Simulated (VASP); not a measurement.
# KF (Carobbiite) (Fm-3m) in VASP: further runs, part 2 of 2

VASP 6.6.1. The steps go on from the part before.

**4. Single point, PBE (volume changed by -3%)**

INCAR reads:

```
SYSTEM = KF
PREC = Accurate
ENCUT = 520
EDIFF = 1E-6
ISMEAR = 0
SIGMA = 0.01
LREAL = .FALSE.
LASPH = .TRUE.
NELM = 80
ALGO = Normal
ISIF = 2
LWAVE = .FALSE.
LCHARG = .TRUE.
GGA = PE
LELF = .TRUE.
LVHAR = .TRUE.
NBANDS = 15
```

KPOINTS reads:

```
Automatic mesh
0
G
  6 6 6
  0 0 0
```

POSCAR reads:

```
KF
1.0
    0.0000000000      2.6819972241      2.6819972241
    2.6819972241      0.0000000000      2.6819972241
    2.6819972241      2.6819972241      0.0000000000
K F
1 1
Direct
    0.0000000000      0.0000000000      0.0000000000
    0.5000000000      0.5000000000      0.5000000000
```

Potentials or basis: VASP PAW PBE potentials, release 64 (K_sv, F).

Started as:

```sh
$ cat potpaw_PBE.64/K_sv/POTCAR potpaw_PBE.64/F/POTCAR > POTCAR
$ mpirun -np 1 vasp_std > vasp.out
```

OUTCAR:

```text
SYSTEM = KF
   PREC = Accurate
   ENCUT = 520
   EDIFF = 1E-6
   ISMEAR = 0
   LREAL = .FALSE.
   LASPH = .TRUE.
   NELM = 80
   ISIF = 2
   GGA = PE

 ion  position               nearest neighbor table
   1  0.000  0.000  0.000-   2 2.68   2 2.68   2 2.68   2 2.68   2 2.68   2 2.68
   2  0.500  0.500  0.500-   1 2.68   1 2.68   1 2.68   1 2.68   1 2.68   1 2.68

  LATTYP: Found a face centered cubic cell.
 ALAT       =     5.3639944482

  Lattice vectors:

 A1 = (   0.0000000000,   2.6819972241,   2.6819972241)
 A2 = (   2.6819972241,   0.0000000000,   2.6819972241)
 A3 = (   2.6819972241,   2.6819972241,   0.0000000000)

Analysis of symmetry for initial positions (statically):
=====================================================================
 Subroutine PRICEL returns:
 Original cell was already a primitive cell.

 Routine SETGRP: Setting up the symmetry group for a
 face centered cubic supercell.

 Subroutine GETGRP returns: Found 48 space group operations
 (whereof 48 operations were pure point group operations)
 out of a pool of 48 trial point group operations.

The static configuration has the point symmetry O_h .

Analysis of symmetry for dynamics (positions and initial velocities):
[... 168 lines left out ...]
     10       7.8128      0.00000
     11       7.8128      0.00000
     12       7.8128      0.00000
     13       9.4695      0.00000
     14       9.4695      0.00000
[... 257 lines left out ...]
      2     -21.5164      2.00000
      3     -12.7173      2.00000
      4     -12.5504      2.00000
      5     -12.3781      2.00000
      6      -3.1476      2.00000
      7      -3.0338      2.00000
      8      -2.9568      2.00000
      9       6.0843      0.00000
     10       7.7295      0.00000
     11       8.0416      0.00000
     12      10.6133      0.00000
     13      11.3291      0.00000
     14      12.1080      0.00000
     15      12.3917      0.00000

------------------------ aborting loop because EDIFF is reached ----------------------------------------

  FORCE on cell =-STRESS in cart. coord.  units (eV):
  Direction    XX          YY          ZZ          XY          YZ          ZX
  --------------------------------------------------------------------------------------
  -------------------------------------------------------------------------------------
  Total        0.2457158      0.2457158      0.2457158      0.0000000     -0.0000000      0.0000000
  in kB       10.2032543     10.2032543     10.2032543      0.0000000     -0.0000000      0.0000000
  external PRESSURE =      10.2032543 kB  Pullay stress =       0.0000000 kB

 VOLUME and BASIS-vectors are now :
 -----------------------------------------------------------------------------
  energy-cutoff  :      520.00
  volume of cell :       38.58
      direct lattice vectors                 reciprocal lattice vectors
     0.000000000  2.681997224  2.681997224    -0.186428232  0.186428232  0.186428232
     2.681997224  0.000000000  2.681997224     0.186428232 -0.186428232  0.186428232
     2.681997224  2.681997224  0.000000000     0.186428232  0.186428232 -0.186428232

 POSITION                                       TOTAL-FORCE (eV/Angst)
 -----------------------------------------------------------------------------------
      0.00000      0.00000      0.00000        -0.000000     -0.000000      0.000000
      2.68200      2.68200      2.68200         0.000000      0.000000     -0.000000
 -----------------------------------------------------------------------------------
    total drift:                                0.000000      0.000000      0.000000

  FREE ENERGIE OF THE ION-ELECTRON SYSTEM (eV)
  ---------------------------------------------------
  free  energy   TOTEN  =        -8.2939941064 eV

  energy  without entropy=       -8.2939941064  energy(sigma->0) =       -8.29399411
```

OSZICAR:

```text
N       E                     dE             d eps       ncg     rms          rms(c)
DAV:   1     0.109067293438E+03    0.10907E+03   -0.82917E+03   480   0.104E+03
DAV:   2    -0.527468717054E+01   -0.11434E+03   -0.10508E+03   613   0.281E+02
DAV:   3    -0.944420224994E+01   -0.41695E+01   -0.41505E+01   606   0.487E+01
DAV:   4    -0.955945693005E+01   -0.11525E+00   -0.11523E+00   669   0.755E+00
DAV:   5    -0.956081490308E+01   -0.13580E-02   -0.13580E-02   629   0.683E-01    0.631E+00
DAV:   6    -0.832517134603E+01    0.12356E+01   -0.35401E+00   494   0.146E+01    0.396E+00
DAV:   7    -0.829633259163E+01    0.28839E-01   -0.66013E-02   592   0.221E+00    0.222E+00
DAV:   8    -0.829171691655E+01    0.46157E-02   -0.51611E-02   515   0.223E+00    0.194E-01
DAV:   9    -0.829328939438E+01   -0.15725E-02   -0.37983E-03   606   0.512E-01    0.123E-01
DAV:  10    -0.829386134412E+01   -0.57195E-03   -0.45994E-04   529   0.184E-01    0.626E-02
DAV:  11    -0.829399467157E+01   -0.13333E-03   -0.13177E-04   515   0.950E-02    0.193E-02
DAV:  12    -0.829399413010E+01    0.54147E-06   -0.12191E-05   572   0.343E-02    0.444E-03
DAV:  13    -0.829399410644E+01    0.23660E-07   -0.21252E-06   536   0.130E-02
   1 F= -.82939941E+01 E0= -.82939941E+01  d E =-.142763E-56
```

Run time: 5 s. Hardware: 1 thread of AMD EPYC 9R45 (Zen 5), shared host; peak memory 0.13 GiB.

What came out:

| Quantity | Value |
| --- | --- |
| Free energy | -8.2940 eV |
| Pressure | 1.0 GPa |
| Band gap on the k mesh | 6.11 eV, direct |

**5. Single point, PBE (volume changed by +3%)**

INCAR reads:

```
PREC = Accurate
ENCUT = 520
EDIFF = 1E-6
ISMEAR = 0
SIGMA = 0.01
LREAL = False
LASPH = True
NELM = 60
ALGO = Normal
ISIF = 2
LWAVE = False
LCHARG = False
GGA = PE
NBANDS = 15
```

KPOINTS reads:

```
regular mesh
0
Gamma
  6 6 6
```

POSCAR reads:

```
KF
1.0
    0.0000000000      2.7361935880      2.7361935880
    2.7361935880      0.0000000000      2.7361935880
    2.7361935880      2.7361935880      0.0000000000
K F
1 1
Direct
    0.0000000000      0.0000000000      0.0000000000
    0.5000000000      0.5000000000      0.5000000000
```

Started as:

```sh
$ cat potpaw_PBE.64/K_sv/POTCAR potpaw_PBE.64/F/POTCAR > POTCAR
$ mpirun -np 1 vasp_std > vasp.out
```

Wall time 5.7 s (1 thread of AMD EPYC 9R45 (Zen 5), shared host); peak memory 0.13 GiB.

The run converged. Its results:

| Item | Value |
| --- | --- |
| Free energy | -8.2978 eV |
| Pressure | -0.8 GPa |
| Band gap on the k mesh | 5.81 eV, direct |

Levels at points of the mesh, in eV from the valence-band top:
| k point | band 4 | band 5 | band 6 | band 7 | band 8 | band 9 | band 10 | band 11 | band 12 | band 13 |
| --- | --- | --- | --- | --- | --- | --- | --- | --- | --- | --- |
| (0.00, 0.00, 0.00) | -9.64 | -9.64 | 0.00 | 0.00 | 0.00 | 5.81 | 10.47 | 10.47 | 10.47 | 12.05 |
| (0.50, 0.00, 0.00) | -9.67 | -9.67 | -0.72 | -0.29 | -0.29 | 8.77 | 10.08 | 11.73 | 11.73 | 13.84 |
| (0.50, 0.50, 0.00) | -9.81 | -9.81 | -0.24 | -0.07 | -0.07 | 8.13 | 9.91 | 11.25 | 13.23 | 13.79 |

**6. The runs side by side**

```tsv
cell	gap on the mesh (eV)	pressure (GPa)
a = 3.753 Å, angles 60.0°, 2 atoms	6.27	2.2
a = 3.832 Å, angles 60.0°, 2 atoms	5.95	0.0
a = 3.793 Å, angles 60.0°, 2 atoms	6.11	1.0
a = 3.870 Å, angles 60.0°, 2 atoms	5.81	-0.8
```

Alike in all rows: task single point; level PBE; potentials or basis VASP PAW PBE potentials, release 64 (K_sv, F); no spin polarisation; k mesh 6 × 6 × 6; cutoff (eV) 520; smearing gaussian 0.01 eV.

Total energies depend on the potentials used, so only differences within one code and one set of settings carry meaning.
